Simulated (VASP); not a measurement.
# FeO (I4/mmm) in VASP: a series of runs

The runs below take FeO through single point, with LDA, PBEsol.

Everything below comes from runs of VASP 6.6.1. Logs are shortened: lines on timing, memory, paths and dates and some standing lists are left out, and cuts for length are marked.

### Step 1. The cell of the first run

The structure is tetragonal, space group I4/mmm (No. 139). Conventional cell: a = 3.246 Å, b = 3.246 Å, c = 4.222 Å, α = 90.00°, β = 90.00°, γ = 90.00°. Fe (site symmetry 4/mmm) has 6 O at 2.11 to 2.30 Å within 2.8 Å. Within 2.8 Å of O (site symmetry 4/mmm) lie 6 Fe at 2.11 to 2.30 Å.

### Step 2. Single point, LDA, collinear spin, ferromagnetic start

File INCAR:

```
SYSTEM = FeO
PREC = Accurate ; ENCUT = 520
EDIFF = 1E-6 ; ISMEAR = -1
SIGMA = 0.05 ; LREAL = .FALSE.
LASPH = .TRUE. ; NELM = 150
ALGO = Normal ; ISIF = 2
LWAVE = .FALSE. ; LCHARG = .FALSE.
ISPIN = 2 ; MAGMOM = 3 0
LORBIT = 11 ; LMAXMIX = 4
GGA = CA ; NBANDS = 18
```

File KPOINTS:

```
Automatic mesh
0
G
  12 12 12
  0 0 0
```

File POSCAR:

```
FeO
1.0
   -1.6231861388      1.6231861388      2.1108084499
    1.6231861388     -1.6231861388      2.1108084499
    1.6231861388      1.6231861388     -2.1108084499
Fe O
1 1
Direct
    0.0000000000      0.0000000000      0.0000000000
    0.5000000000      0.5000000000      0.0000000000
```

Potentials or basis: VASP PAW LDA potentials, release 64 (Fe, O).

The run is started by

```bash
cat potpaw_LDA.64/Fe/POTCAR potpaw_LDA.64/O/POTCAR > POTCAR
mpirun -np 1 vasp_std > vasp.out
```

OUTCAR:

```text
SYSTEM = FeO
   PREC = Accurate
   ENCUT = 520
   EDIFF = 1E-6
   ISMEAR = -1
   LREAL = .FALSE.
   LASPH = .TRUE.
   NELM = 150
   ISIF = 2
   ISPIN = 2
   LORBIT = 11
   GGA = CA

 ion  position               nearest neighbor table
   1  0.000  0.000  0.000-   2 2.11   2 2.11   2 2.30   2 2.30   2 2.30   2 2.30
   2  0.500  0.500  0.000-   1 2.11   1 2.11   1 2.30   1 2.30   1 2.30   1 2.30

  LATTYP: Found a body centered tetragonal cell.
 ALAT       =     3.2463722776
 C/A-ratio  =     1.3004105934

  Lattice vectors:

 A1 = (  -1.6231861388,   1.6231861388,   2.1108084499)
 A2 = (   1.6231861388,  -1.6231861388,   2.1108084499)
 A3 = (   1.6231861388,   1.6231861388,  -2.1108084499)

Analysis of symmetry for initial positions (statically):
=====================================================================
 Subroutine PRICEL returns:
 Original cell was already a primitive cell.

 Routine SETGRP: Setting up the symmetry group for a
 body centered tetragonal supercell.

 Subroutine GETGRP returns: Found 16 space group operations
 (whereof 16 operations were pure point group operations)
 out of a pool of 16 trial point group operations.

The static configuration has the point symmetry D_4h.

Analysis of symmetry for dynamics (positions and initial velocities):
=====================================================================
 Subroutine PRICEL returns:
 Original cell was already a primitive cell.

 Routine SETGRP: Setting up the symmetry group for a
 body centered tetragonal supercell.

 Subroutine GETGRP returns: Found 16 space group operations
 (whereof 16 operations were pure point group operations)
 out of a pool of 16 trial point group operations.

The dynamic configuration has the point symmetry D_4h.

Analysis of structural, dynamic, and magnetic symmetry:
=====================================================================
 Subroutine PRICEL returns:
 Original cell was already a primitive cell.

 Routine SETGRP: Setting up the symmetry group for a
 body centered tetragonal supercell.

 Subroutine GETGRP returns: Found 16 space group operations
 (whereof 16 operations were pure point group operations)
 out of a pool of 16 trial point group operations.

The overall configuration has the point symmetry D_4h.

 Subroutine INISYM returns: Found 16 space group operations
 (whereof 16 operations are pure point group operations),
 and found     1 'primitive' translations

----------------------------------------------------------------------------------------

                                     Primitive cell

  volume of cell :      22.2457

  direct lattice vectors                    reciprocal lattice vectors
    -1.623186139  1.623186139  2.110808450     0.000000000  0.308036144  0.236876065
     1.623186139 -1.623186139  2.110808450     0.308036144  0.000000000  0.236876065
     1.623186139  1.623186139 -2.110808450     0.308036144  0.308036144  0.000000000

  length of vectors
     3.118489826  3.118489826  3.118489826     0.388582728  0.388582728  0.435628893

  position of ions in fractional coordinates (direct lattice)
     0.000000000  0.000000000  0.000000000
     0.500000000  0.500000000  0.000000000

  ion indices of the primitive-cell ions
   primitive index   ion index
                 1           1
                 2           2

----------------------------------------------------------------------------------------

 KPOINTS: Automatic mesh

Automatic generation of k-mesh.
 Grid dimensions read from file:
 generate k-points for:   12   12   12

 Generating k-lattice:

  Cartesian coordinates                     Fractional coordinates (reciprocal lattice)
     0.000000000  0.025669679  0.019739672     0.083333333  0.000000000 -0.000000000
     0.025669679  0.000000000  0.019739672     0.000000000  0.083333333 -0.000000000
     0.025669679  0.025669679  0.000000000     0.000000000  0.000000000  0.083333333

  Length of vectors
     0.032381894  0.032381894  0.036302408

  Shift w.r.t. Gamma in fractional coordinates (k-lattice)
[... 43 lines left out ...]
   LEPSILON=     F    determine dielectric tensor
   LRPA    =     F    only Hartree local field effects (RPA)
 spin polarized calculation
  energy-cutoff  :      520.00
  volume of cell :       22.25
 maximum number of plane-waves:       608
   NGX = 11   NGY = 11   NGZ = 11

 number of electron      14.0000000 magnetization       3.9989282

 Free energy of the ion-electron system (eV)
  ---------------------------------------------------
  ext. energy  EPLUGINS =         0.00000000
  ---------------------------------------------------
  free energy    TOTEN  =       -16.10311734 eV

  energy without entropy =      -16.08823768  energy(sigma->0) =      -16.09567751

 E-fermi :   4.7057     XC(G=0): -12.0512

 val. band max:        4.7014124995   @ k =  -0.0833   0.1667   0.0833
 cond. band min:       4.7134918077   @ k =  -0.3333   0.5000   0.1667
 fundamental gap:      0.0120793081
 Fermi energy:         4.7057014879

 spin component 1

 k-point     1 :       0.0000    0.0000    0.0000
  band No.  band energies     occupation
      1     -14.8913      1.00000
      2       1.1151      1.00000
      3       1.1151      1.00000
      4       1.1197      1.00000
      5       1.2897      1.00000
      6       1.3715      1.00000
[... 10 lines left out ...]
     17      25.4677      0.00000
     18      25.6571      0.00000
[... 463 lines left out ...]
 k-point    24 :      -0.4167    0.1667   -0.0000
  band No.  band energies     occupation
      1     -14.0688      1.00000
      2      -2.3594      1.00000
      3      -1.0896      1.00000
      4      -0.7102      1.00000
      5       1.4740      1.00000
      6       1.8843      1.00000
[... 10 lines left out ...]
     17      28.4921      0.00000
     18      30.7766      0.00000

 [... further k-points ...]

 spin component 2

 k-point     1 :       0.0000    0.0000    0.0000
  band No.  band energies     occupation
      1     -14.3418      1.00000
      2       1.6626      1.00000
      3       1.9698      1.00000
      4       1.9698      1.00000
      5       4.0131      1.00000
      6       4.0131      1.00000
[... 10 lines left out ...]
     17      26.7223      0.00000
     18      26.7524      0.00000
[... 463 lines left out ...]
 k-point    24 :      -0.4167    0.1667   -0.0000
  band No.  band energies     occupation
      1     -13.5057      1.00000
      2      -1.5986      1.00000
      3       0.0801      1.00000
      4       0.5342      1.00000
      5       4.3150      0.99960
      6       5.0346      0.00139
[... 10 lines left out ...]
     17      29.2348      0.00000
     18      31.4916      0.00000

 [... further k-points ...]
[... 5 lines left out ...]
  --------------------------------------------------------------------------------------
  -------------------------------------------------------------------------------------
  Total       -3.6309535     -3.6309535     -3.7514041      0.0000000     -0.0000000      0.0000000
  in kB     -261.5084956   -261.5084956   -270.1835865      0.0000000     -0.0000000      0.0000000
  external PRESSURE =    -264.4001926 kB  Pullay stress =       0.0000000 kB

 VOLUME and BASIS-vectors are now :
 -----------------------------------------------------------------------------
  energy-cutoff  :      520.00
  volume of cell :       22.25
      direct lattice vectors                 reciprocal lattice vectors
    -1.623186139  1.623186139  2.110808450     0.000000000  0.308036144  0.236876065
     1.623186139 -1.623186139  2.110808450     0.308036144  0.000000000  0.236876065
     1.623186139  1.623186139 -2.110808450     0.308036144  0.308036144  0.000000000

 POSITION                                       TOTAL-FORCE (eV/Angst)
 -----------------------------------------------------------------------------------
      0.00000      0.00000      0.00000         0.000000     -0.000000     -0.000000
      0.00000      0.00000      2.11081        -0.000000      0.000000      0.000000
 -----------------------------------------------------------------------------------
    total drift:                               -0.000000      0.000000     -0.000000

  FREE ENERGIE OF THE ION-ELECTRON SYSTEM (eV)
  ---------------------------------------------------
  free  energy   TOTEN  =       -16.1031173449 eV

  energy  without entropy=      -16.0882376757  energy(sigma->0) =      -16.09567751

 total charge

# of ion       s       p       d       tot
------------------------------------------
    1        0.275   0.308   6.049   6.632
    2        1.546   3.359   0.000   4.905
--------------------------------------------------
tot          1.821   3.668   6.049  11.538

 magnetization (x)

# of ion       s       p       d       tot
------------------------------------------
    1        0.026   0.018   3.533   3.577
    2        0.025   0.280   0.000   0.306
--------------------------------------------------
tot          0.051   0.298   3.533   3.883
```

It took 53 s on 1 thread of AMD EPYC 9R45 (Zen 5), shared host; peak memory 0.18 GiB.

Results:

* Free energy: -16.1031 eV
* Pressure: -26.4 GPa
* Band gap on the k mesh: zero (filled and empty bands overlap)
* Net moment: 4.00 μB per cell
* Site moments: Fe +3.58; O +0.31 μB
* Valence electrons inside the program's atomic spheres: Fe 6.63; O 4.91

Levels at points of the mesh, in eV from the Fermi level:
Spin up:
```tsv
k point	band 7	band 8	band 9	band 10	band 11	band 12
(0.00, 0.00, 0.00)	-3.33	-3.31	-3.30	-0.16	15.13	16.21
(0.50, 0.00, 0.00)	-2.29	-0.66	-0.08	3.82	7.57	10.92
(0.50, 0.50, 0.00)	-2.66	-2.60	-2.55	4.62	7.70	10.68
(0.50, 0.50, 0.50)	-2.60	-2.60	-2.51	4.74	8.75	9.65
```
Spin down:
```csv
k point,band 3,band 4,band 5,band 6,band 7,band 8
"(0.00, 0.00, 0.00)",-2.74,-2.74,-0.69,-0.69,-0.39,-0.34
"(0.50, 0.00, 0.00)",-4.67,-4.51,0.24,0.45,0.59,2.00
"(0.50, 0.50, 0.00)",-4.07,-3.54,-1.70,0.34,0.51,0.72
"(0.50, 0.50, 0.50)",-4.04,-4.04,-1.77,0.50,0.65,0.65
```

Caveat: a cell with one magnetic atom can't hold antiferromagnetic order, which such compounds often take; semilocal functionals often make such compounds metallic where correlation or magnetic order opens a gap, which also shifts bond lengths. With open d or f shells a metallic result of LDA can be an artefact of self-interaction; +U or a hybrid may open a gap.

### Step 3. Single point, PBEsol, collinear spin, ferromagnetic start

File INCAR:

```
ALGO = Normal
EDIFF = 1E-6
ENCUT = 520
GGA = PS
ISIF = 2
ISMEAR = -1
ISPIN = 2
LASPH = T
LCHARG = F
LMAXMIX = 4
LORBIT = 11
LREAL = F
LWAVE = F
MAGMOM = 3 0
NBANDS = 18
NELM = 150
PREC = Accurate
SIGMA = 0.05
```

File KPOINTS:

```
k-points
0
Gamma
  12 12 12
```

POSCAR is that of step 2.

Potentials or basis: VASP PAW PBE potentials, release 64 (Fe, O).

The run is started by

```bash
cat potpaw_PBE.64/Fe/POTCAR potpaw_PBE.64/O/POTCAR > POTCAR
mpirun -np 1 vasp_std > vasp.out
```

Run time: 56 s. Hardware: 1 thread of AMD EPYC 9R45 (Zen 5), shared host; peak memory 0.19 GiB.

It converged, with:

| Item | Value |
| --- | --- |
| Free energy | -15.6208 eV |
| Pressure | -20.5 GPa |
| Band gap on the k mesh | zero (filled and empty bands overlap) |
| Net moment | 4.00 μB per cell |
| Site moments | Fe +3.62; O +0.29 μB |
| Valence electrons inside the program's atomic spheres | Fe 6.61; O 4.92 |

Stress tensor (GPa, compression positive):
```
-20.89   0.00   0.00
  0.00 -20.89   0.00
  0.00   0.00 -19.86
```

Levels at points of the mesh, in eV from the Fermi level:
Spin up:
| k point | band 7 | band 8 | band 9 | band 10 | band 11 | band 12 |
| --- | --- | --- | --- | --- | --- | --- |
| (0.00, 0.00, 0.00) | -3.56 | -3.44 | -3.44 | -0.40 | 14.95 | 16.06 |
| (0.50, 0.00, 0.00) | -2.55 | -0.90 | -0.32 | 3.63 | 7.46 | 10.81 |
| (0.50, 0.50, 0.00) | -2.94 | -2.92 | -2.85 | 4.46 | 7.58 | 10.48 |
| (0.50, 0.50, 0.50) | -2.90 | -2.90 | -2.85 | 4.60 | 8.64 | 9.46 |
Spin down:
```
           k point  band 3  band 4  band 5  band 6  band 7  band 8
(0.00, 0.00, 0.00)   -2.85   -2.85   -0.69   -0.69   -0.42   -0.35
(0.50, 0.00, 0.00)   -4.74   -4.57    0.23    0.48    0.59    2.09
(0.50, 0.50, 0.00)   -4.22   -3.66   -1.73    0.49    0.49    0.73
(0.50, 0.50, 0.50)   -4.17   -4.17   -1.82    0.66    0.66    0.67
```

Caveat: the PAW data sets were made with another functional, which shifts forces and pressure a little; a cell with one magnetic atom can't hold antiferromagnetic order, which such compounds often take; semilocal functionals often make such compounds metallic where correlation or magnetic order opens a gap, which also shifts bond lengths. With open d or f shells a metallic result of PBEsol can be an artefact of self-interaction; +U or a hybrid may open a gap.

### Step 4. Single point, LDA, collinear spin, ferromagnetic start

This run uses another cell than the first one, of 11.34 Å³/atom, 1.019 times its volume.

File INCAR:

```
PREC = Accurate ; ENCUT = 520
EDIFF = 1E-6 ; ISMEAR = -1
SIGMA = 0.05 ; LREAL = False
LASPH = True ; NELM = 150
ALGO = Normal ; ISIF = 2
LWAVE = False ; LCHARG = False
ISPIN = 2 ; MAGMOM = 3 0
LORBIT = 11 ; LMAXMIX = 4
NBANDS = 18
```

File KPOINTS:

```
regular mesh
0
Gamma
  12 12 12
```

File POSCAR:

```
FeO
1.0
   -1.6335251827      1.6335251827      2.1242534522
    1.6335251827     -1.6335251827      2.1242534522
    1.6335251827      1.6335251827     -2.1242534522
Fe O
1 1
Direct
    0.0000000000      0.0000000000      0.0000000000
    0.5000000000      0.5000000000      0.0000000000
```

Potentials or basis: VASP PAW LDA potentials, release 64 (Fe, O).

The run is started by

```bash
cat potpaw_LDA.64/Fe/POTCAR potpaw_LDA.64/O/POTCAR > POTCAR
mpirun -np 1 vasp_std > vasp.out
```

Wall time 58 s (1 thread of AMD EPYC 9R45 (Zen 5), shared host); peak memory 0.18 GiB.

The run converged. Its results:

```yaml
Free_energy: -16.0306 eV
Pressure: -28.1 GPa
Band_gap_on_the_k_mesh: zero (filled and empty bands overlap)
Net_moment: 4.00 μB per cell
Site_moments: Fe +3.58; O +0.30 μB
Valence_electrons_inside_the_program's_atomic_spheres: Fe 6.61; O 4.90
```

Stress tensor (GPa, compression positive):
```
-27.46   0.00   0.00
  0.00 -27.46   0.00
  0.00   0.00 -29.43
```

Levels at points of the mesh, in eV from the Fermi level:
Spin up:
```
           k point  band 7  band 8  band 9  band 10  band 11  band 12
(0.00, 0.00, 0.00)   -3.30   -3.27   -3.27    -0.25    15.06    16.06
(0.50, 0.00, 0.00)   -2.31   -0.70   -0.14     3.78     7.41    10.80
(0.50, 0.50, 0.00)   -2.67   -2.64   -2.58     4.49     7.59    10.59
(0.50, 0.50, 0.50)   -2.62   -2.62   -2.55     4.62     8.64     9.57
```
Spin down:
```tsv
k point	band 3	band 4	band 5	band 6	band 7	band 8
(0.00, 0.00, 0.00)	-2.68	-2.68	-0.67	-0.67	-0.38	-0.35
(0.50, 0.00, 0.00)	-4.57	-4.40	0.24	0.44	0.57	1.94
(0.50, 0.50, 0.00)	-4.00	-3.46	-1.64	0.33	0.49	0.69
(0.50, 0.50, 0.50)	-3.96	-3.96	-1.70	0.49	0.63	0.63
```

Caveat: a cell with one magnetic atom can't hold antiferromagnetic order, which such compounds often take; semilocal functionals often make such compounds metallic where correlation or magnetic order opens a gap, which also shifts bond lengths. With open d or f shells a metallic result of LDA can be an artefact of self-interaction; +U or a hybrid may open a gap.

### Step 5. Single point, PBEsol, collinear spin, ferromagnetic start

This run uses another cell than the first one, of 10.05 Å³/atom, 0.904 times its volume.

File INCAR:

```
SYSTEM = FeO
PREC = Accurate
ENCUT = 520
EDIFF = 1E-6
ISMEAR = -1
SIGMA = 0.05
LREAL = .FALSE.
LASPH = .TRUE.
NELM = 150
ALGO = Normal
ISIF = 2
LWAVE = .FALSE.
LCHARG = .FALSE.
ISPIN = 2
MAGMOM = 3 0
LORBIT = 11
LMAXMIX = 4
GGA = PS
NBANDS = 18
```

File KPOINTS:

```
Automatic mesh
0
G
  12 12 12
  0 0 0
```

File POSCAR:

```
FeO
1.0
   -1.5693982481      1.5693982481      2.0408621071
    1.5693982481     -1.5693982481      2.0408621071
    1.5693982481      1.5693982481     -2.0408621071
Fe O
1 1
Direct
    0.0000000000      0.0000000000      0.0000000000
    0.5000000000      0.5000000000      0.0000000000
```

Potentials or basis: VASP PAW PBE potentials, release 64 (Fe, O).

The run is started by

```bash
cat potpaw_PBE.64/Fe/POTCAR potpaw_PBE.64/O/POTCAR > POTCAR
mpirun -np 1 vasp_std > vasp.out
```

It took 48 s on 1 thread of Intel Xeon 6975P-C (Granite Rapids), shared host; peak memory 0.21 GiB.

Results (log left out):

| Quantity | Value |
| --- | --- |
| Free energy | -15.8092 eV |
| Pressure | -6.7 GPa |
| Band gap on the k mesh | zero (filled and empty bands overlap) |
| Net moment | 3.99 μB per cell |
| Site moments | Fe +3.60; O +0.31 μB |
| Valence electrons inside the program's atomic spheres | Fe 6.76; O 4.97 |

Stress tensor (GPa, compression positive):
```
-9.65  0.00  0.00
 0.00 -9.65  0.00
 0.00  0.00 -0.68
```

Levels at points of the mesh, in eV from the Fermi level:
Spin up:
```tsv
k point	band 5	band 6	band 7	band 8	band 9	band 10	band 11	band 12	band 13	band 14
(0.00, 0.00, 0.00)	-3.80	-3.80	-3.77	-3.63	-3.62	0.11	15.31	16.89	16.89	16.95
(0.50, 0.00, 0.00)	-3.08	-2.97	-2.43	-0.65	0.02	3.87	8.38	11.45	13.50	19.16
(0.50, 0.50, 0.00)	-4.69	-3.33	-2.83	-2.72	-2.72	5.19	8.20	11.01	14.17	15.55
(0.50, 0.50, 0.50)	-4.76	-3.23	-2.78	-2.78	-2.60	5.27	9.27	9.91	13.88	13.88
```
Spin down:
```csv
k point,band 1,band 2,band 3,band 4,band 5,band 6,band 7,band 8,band 9,band 10
"(0.00, 0.00, 0.00)",-20.15,-3.47,-3.17,-3.17,-0.84,-0.84,-0.50,-0.26,-0.02,1.32
"(0.50, 0.00, 0.00)",-18.93,-8.07,-5.31,-5.14,0.28,0.56,0.69,2.40,3.05,4.40
"(0.50, 0.50, 0.00)",-19.01,-6.99,-4.63,-4.07,-2.08,0.53,0.59,0.86,1.14,6.53
"(0.50, 0.50, 0.50)",-18.85,-6.76,-4.62,-4.62,-2.19,0.73,0.78,0.78,1.20,6.59
```

Caveat: the PAW data sets were made with another functional, which shifts forces and pressure a little; a cell with one magnetic atom can't hold antiferromagnetic order, which such compounds often take; semilocal functionals often make such compounds metallic where correlation or magnetic order opens a gap, which also shifts bond lengths.

### Step 6. Overview

```csv
level,potentials or basis,cell,gap on the mesh (eV),pressure (GPa),moment (μB)
LDA,"VASP PAW LDA potentials, release 64 (Fe, O)","a = 3.118 Å, angles 117.3, 117.3, 94.8°, 2 atoms",none,-26.4,4.00
PBEsol,"VASP PAW PBE potentials, release 64 (Fe, O)","a = 3.118 Å, angles 117.3, 117.3, 94.8°, 2 atoms",none,-20.5,4.00
LDA,"VASP PAW LDA potentials, release 64 (Fe, O)","a = 3.138 Å, angles 117.3, 117.3, 94.8°, 2 atoms",none,-28.1,4.00
PBEsol,"VASP PAW PBE potentials, release 64 (Fe, O)","a = 3.015 Å, angles 117.3, 117.3, 94.8°, 2 atoms",none,-6.7,3.99
```

Alike in all rows: task single point; spin collinear, ferromagnetic start; k mesh 12 × 12 × 12; cutoff (eV) 520; smearing fermi-dirac 0.05 eV.

Caveats: a cell with one magnetic atom can't hold antiferromagnetic order, which such compounds often take; semilocal functionals often make such compounds metallic where correlation or magnetic order opens a gap, which also shifts bond lengths; the PAW data sets were made with another functional, which shifts forces and pressure a little (some runs).

Absolute energies hang on the potentials; compare differences alone.
